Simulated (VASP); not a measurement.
# SnO (P1) in VASP: notebook, part 3 of 4

VASP 6.6.1. Earlier steps stand in the parts before.

## Step 4: Single point, PBEsol (all Sn atoms moved +0.500 Å, as atom 1 along Cartesian [1 1 1])

Input file INCAR:

```
PREC = Accurate
ENCUT = 520
EDIFF = 1E-6
ISMEAR = 0
SIGMA = 0.05
LREAL = False
LASPH = True
NELM = 100
ALGO = Normal
ISIF = 2
LWAVE = False
LCHARG = False
GGA = PS
NBANDS = 28
```

Input file KPOINTS:

```
regular mesh
0
Gamma
  8 6 6
```

Input file POSCAR:

```
SnO
1.0
    3.3550050000      0.0000000000      0.0000000000
    0.0000000000      5.6741040000      0.0000000000
    0.0000000000      0.0000000000      4.2219700000
Sn O
2 2
Direct
    0.0860431310      0.2827848977      0.5815185111
    0.5860431310      0.8189668977      0.0815185111
    0.0000000000      0.8912500000      0.7368570000
    0.5000000000      0.1087500000      0.2368570000
```

Potentials or basis: VASP PAW PBE potentials, release 64 (Sn_d, O).

Command:

```bash
$ cat potpaw_PBE.64/Sn_d/POTCAR potpaw_PBE.64/O/POTCAR > POTCAR
$ mpirun -np 1 vasp_std > vasp.out
```

OUTCAR:

```text
PREC = Accurate
   ENCUT = 520
   EDIFF = 1E-6
   ISMEAR = 0
   LREAL = False
   LASPH = True
   NELM = 100
   ISIF = 2
   GGA = PS

 ion  position               nearest neighbor table
   1  0.086  0.283  0.582-   4 2.24   3 2.33   4 2.64
   2  0.586  0.819  0.082-   4 1.79   3 2.05   3 2.48
   3  0.000  0.891  0.737-   2 2.05   1 2.33   2 2.48
   4  0.500  0.109  0.237-   2 1.79   1 2.24   1 2.64

  LATTYP: Found a simple orthorhombic cell.
 ALAT       =     3.3550050000
 B/A-ratio  =     1.2584094510
 C/A-ratio  =     1.6912356315

  Lattice vectors:

 A1 = (  -3.3550050000,   0.0000000000,   0.0000000000)
 A2 = (   0.0000000000,   0.0000000000,   4.2219700000)
 A3 = (   0.0000000000,   5.6741040000,   0.0000000000)

Analysis of symmetry for initial positions (statically):
=====================================================================
 Subroutine PRICEL returns:
 Original cell was already a primitive cell.

 Routine SETGRP: Setting up the symmetry group for a
 simple orthorhombic supercell.

 Subroutine GETGRP returns: Found  1 space group operations
 (whereof  1 operations were pure point group operations)
 out of a pool of  8 trial point group operations.

The static configuration has the point symmetry C_1 .

Analysis of symmetry for dynamics (positions and initial velocities):
=====================================================================
 Subroutine PRICEL returns:
 Original cell was already a primitive cell.

 Routine SETGRP: Setting up the symmetry group for a
 simple orthorhombic supercell.

 Subroutine GETGRP returns: Found  1 space group operations
 (whereof  1 operations were pure point group operations)
 out of a pool of  8 trial point group operations.

The dynamic configuration has the point symmetry C_1 .

 Subroutine INISYM returns: Found  1 space group operations
 (whereof  1 operations are pure point group operations),
 and found     1 'primitive' translations

----------------------------------------------------------------------------------------

                                     Primitive cell

  volume of cell :      80.3722

  direct lattice vectors                    reciprocal lattice vectors
     3.355005000  0.000000000  0.000000000     0.298062149  0.000000000  0.000000000
     0.000000000  5.674104000  0.000000000     0.000000000  0.176239279  0.000000000
     0.000000000  0.000000000  4.221970000     0.000000000  0.000000000  0.236856254

  length of vectors
     3.355005000  5.674104000  4.221970000     0.298062149  0.176239279  0.236856254

  position of ions in fractional coordinates (direct lattice)
     0.086043131  0.282784898  0.581518511
     0.586043131  0.818966898  0.081518511
     0.000000000  0.891250000  0.736857000
     0.500000000  0.108750000  0.236857000

  ion indices of the primitive-cell ions
   primitive index   ion index
                 1           1
                 2           2
                 3           3
                 4           4

----------------------------------------------------------------------------------------

 KPOINTS: regular mesh

Automatic generation of k-mesh.
 Grid dimensions read from file:
 generate k-points for:    8    6    6

 Generating k-lattice:

  Cartesian coordinates                     Fractional coordinates (reciprocal lattice)
     0.037257769  0.000000000  0.000000000     0.125000000  0.000000000  0.000000000
     0.000000000  0.029373213  0.000000000     0.000000000  0.166666667  0.000000000
     0.000000000  0.000000000  0.039476042     0.000000000  0.000000000  0.166666667

  Length of vectors
     0.037257769  0.029373213  0.039476042

  Shift w.r.t. Gamma in fractional coordinates (k-lattice)
     0.000000000  0.000000000  0.000000000

 Subroutine IBZKPT returns following result:
 ===========================================

 Found    148 irreducible k-points:

 Following reciprocal coordinates:
            Coordinates               Weight
  0.000000  0.000000  0.000000      1.000000
  0.125000  0.000000  0.000000      2.000000
  0.250000  0.000000  0.000000      2.000000
  0.375000  0.000000  0.000000      2.000000
  0.500000  0.000000  0.000000      1.000000
  0.000000  0.166667  0.000000      2.000000
[... 16 lines left out ...]
  0.125000  0.500000  0.000000      2.000000
  0.250000  0.500000  0.000000      2.000000
 [... further k-points ...]
   k-points           NKPTS =    148   k-points in BZ     NKDIM =    148   number of bands    NBANDS=     28
   number of dos      NEDOS =    301   number of ions     NIONS =      4
   total plane-waves  NPLWV =  37632
   dimension x,y,z NGX =    28 NGY =   42 NGZ =   32
   dimension x,y,z NGXF=    56 NGYF=   84 NGZF=   64
   ions per type =               2   2
   NGX,Y,Z   is equivalent  to a cutoff of  13.87, 12.31, 12.60 a.u.
   NGXF,Y,Z  is equivalent  to a cutoff of  27.75, 24.61, 25.20 a.u.
 SYSTEM =  unknown system
   PREC   = accura    normal or accurate (medium, high low for compatibility)
   ISTART =      0    job   : 0-new  1-cont  2-samecut
   ICHARG =      2    charge: 1-file 2-atom 10-const
   ISPIN  =      1    spin polarized calculation?
   LNONCOLLINEAR =      F non collinear calculations
   LSORBIT =      F    spin-orbit coupling
   LASPH  =      T    aspherical Exc in radial PAW
   ENCUT  =  520.0 eV  38.22 Ry    6.18 a.u.   6.24 10.55  7.85*2*pi/ulx,y,z
   NELM   =    100;   NELMIN=  2; NELMDL= -5     # of ELM steps
   EDIFF  = 0.1E-05   stopping-criterion for ELM
   LREAL  =      F    real-space projection
   EDIFFG = 0.1E-04   stopping-criterion for IOM
   NSW    =      0    number of steps for IOM
   IBRION =     -1    ionic relax: 0-MD 1-quasi-New 2-CG
   NFREE  =      0    steps in history (QN), initial steepest desc. (CG)
   ISIF   =      2    stress and relaxation
   ISYM   =      2    0-nonsym 1-usesym 2-fastsym
   POTIM  = 0.5000    time-step for ionic-motion
   TEBEG  =    0.0;   TEEND  =   0.0 temperature during run
   PSTRESS=    0.0 pullay stress
   NELECT =      40.0000    total number of electrons
   NUPDOWN=      -1.0000    fix difference up-down
   EMIN   =  10.00;   EMAX   =-10.00  energy-range for DOS
   EFERMI =   0.00;   METHOD = LEGACY
   ISMEAR =     0;   SIGMA  =   0.05  broadening in eV -4-tet -1-fermi 0-gaus
   EFERMI_NEDOS =   21; number of points for ismear=-14 and -15
   IALGO  =     38    algorithm
   IMIX   =      4    mixing-type and parameters
     AMIX     =   0.40;   BMIX     =  1.00
     AMIX_MAG =   1.60;   BMIX_MAG =  1.00
  volume/ion in A,a.u.               =      20.09       135.59
  Fermi-wavevector in a.u.,A,eV,Ry     =   1.297357  2.451650 22.900458  1.683136
  Thomas-Fermi vector in A             =   2.428755
   LORBIT       =      0    0 simple, 1 ext, 2 COOP (PROOUT), +10 PAW based schemes
   GGA     = PS    functional components
   LHFCALC =     F    Hartree Fock is set to
   AEXX    =    0.0000 exact exchange contribution
   IVDW    =     0    specifies the selected vdW correction
   LEPSILON=     F    determine dielectric tensor
   LRPA    =     F    only Hartree local field effects (RPA)
 non-spin polarized calculation
 Gauss-broadening in eV      SIGMA  =   0.05
  energy-cutoff  :      520.00
  volume of cell :       80.37
 maximum number of plane-waves:      2178
 NGX is ok and might be reduce to    28
   NGX = 13   NGY = 21   NGZ = 15

 number of electron      40.0000002 magnetization

 Free energy of the ion-electron system (eV)
  ---------------------------------------------------
  ext. energy  EPLUGINS =         0.00000000
  ---------------------------------------------------
  free energy    TOTEN  =       -22.25124971 eV

  energy without entropy =      -22.25124971  energy(sigma->0) =      -22.25124971

 E-fermi :   4.9484     XC(G=0):  -9.8145

 val. band max:        4.7578079148   @ k =   0.5000   0.5000   0.5000
 cond. band min:       5.1448832369   @ k =   0.5000   0.3333   0.3333
 fundamental gap:      0.3870753221
 Fermi energy:         4.9484046091

 k-point     1 :       0.0000    0.0000    0.0000
  band No.  band energies     occupation
      1     -16.8528      2.00000
      2     -16.7424      2.00000
      3     -16.6519      2.00000
      4     -16.5699      2.00000
      5     -16.5341      2.00000
      6     -16.4621      2.00000
[... 20 lines left out ...]
     27      13.4119      0.00000
[... 691 lines left out ...]
      6     -16.4562      2.00000
[... 20 lines left out ...]
     27      14.1997      0.00000
     28      14.7969      0.00000

 [... further k-points ...]

------------------------ aborting loop because EDIFF is reached ----------------------------------------

  FORCE on cell =-STRESS in cart. coord.  units (eV):
  Direction    XX          YY          ZZ          XY          YZ          ZX
  --------------------------------------------------------------------------------------
  -------------------------------------------------------------------------------------
  Total       -1.9121084      4.5769430     -2.0976776     -1.2720064      3.1287934     -1.3592609
  in kB      -38.1168924     91.2389919    -41.8161193    -25.3567903     62.3708796    -27.0961637
  external PRESSURE =       3.7686601 kB  Pullay stress =       0.0000000 kB

 VOLUME and BASIS-vectors are now :
 -----------------------------------------------------------------------------
  energy-cutoff  :      520.00
  volume of cell :       80.37
      direct lattice vectors                 reciprocal lattice vectors
     3.355005000  0.000000000  0.000000000     0.298062149  0.000000000  0.000000000
     0.000000000  5.674104000  0.000000000     0.000000000  0.176239279  0.000000000
     0.000000000  0.000000000  4.221970000     0.000000000  0.000000000  0.236856254

 POSITION                                       TOTAL-FORCE (eV/Angst)
 -----------------------------------------------------------------------------------
      0.28868      1.60455      2.45515        -0.066698     -1.935617     -0.678494
      1.96618      4.64690      0.34417         0.085357     -5.893049     -2.227310
      0.00000      5.05705      3.11099         0.841020      1.281884      0.150178
      1.67750      0.61706      1.00000        -0.859680      6.546782      2.755626
 -----------------------------------------------------------------------------------
    total drift:                                0.000655     -0.000107     -0.000766

  FREE ENERGIE OF THE ION-ELECTRON SYSTEM (eV)
  ---------------------------------------------------
  free  energy   TOTEN  =       -22.2512497068 eV

  energy  without entropy=      -22.2512497067  energy(sigma->0) =      -22.25124971
```

Wall time 7.2 min (1 thread of Intel Xeon 8259CL, shared host); peak memory 0.38 GiB.

Results:

```
Free energy            : -22.2512 eV
Pressure               : 0.4 GPa
Largest force          : 7.155 eV/Å
Band gap on the k mesh : 0.39 eV (least direct gap 0.54 eV)
```

Forces on the atoms (eV/Å):
```
Sn  -0.067 -1.936 -0.678
Sn   0.085 -5.893 -2.227
O    0.841  1.282  0.150
O   -0.860  6.547  2.756
```

Levels at points of the mesh, in eV from the valence-band top:
| k point | band 18 | band 19 | band 20 | band 21 | band 22 | band 23 |
| --- | --- | --- | --- | --- | --- | --- |
| (0.00, 0.00, 0.00) | -2.21 | -1.75 | -0.28 | 2.52 | 3.17 | 5.30 |
| (0.50, 0.00, 0.00) | -2.47 | -2.21 | -0.73 | 1.03 | 2.29 | 4.40 |
| (0.00, 0.50, 0.00) | -1.90 | -1.63 | -1.44 | 2.67 | 3.60 | 4.75 |
| (0.50, 0.50, 0.00) | -2.50 | -1.59 | -0.66 | 0.88 | 1.92 | 4.57 |
| (0.00, 0.00, 0.50) | -2.34 | -2.18 | -1.06 | 2.25 | 3.11 | 4.51 |
| (0.50, 0.00, 0.50) | -2.71 | -1.92 | -0.59 | 0.77 | 2.07 | 3.58 |
| (0.00, 0.50, 0.50) | -2.29 | -2.09 | -0.81 | 1.31 | 2.08 | 5.28 |
| (0.50, 0.50, 0.50) | -2.89 | -1.00 | 0.00 | 0.70 | 1.95 | 3.75 |

Caveat: the cell differs from its parent crystal (all Sn atoms moved +0.500 Å, as atom 1 along Cartesian [1 1 1]); the PAW data sets were made with another functional, which shifts forces and pressure a little; spin-orbit coupling is left out, which moves the levels of the heavy elements.

(Continued in part 4 of 4.)
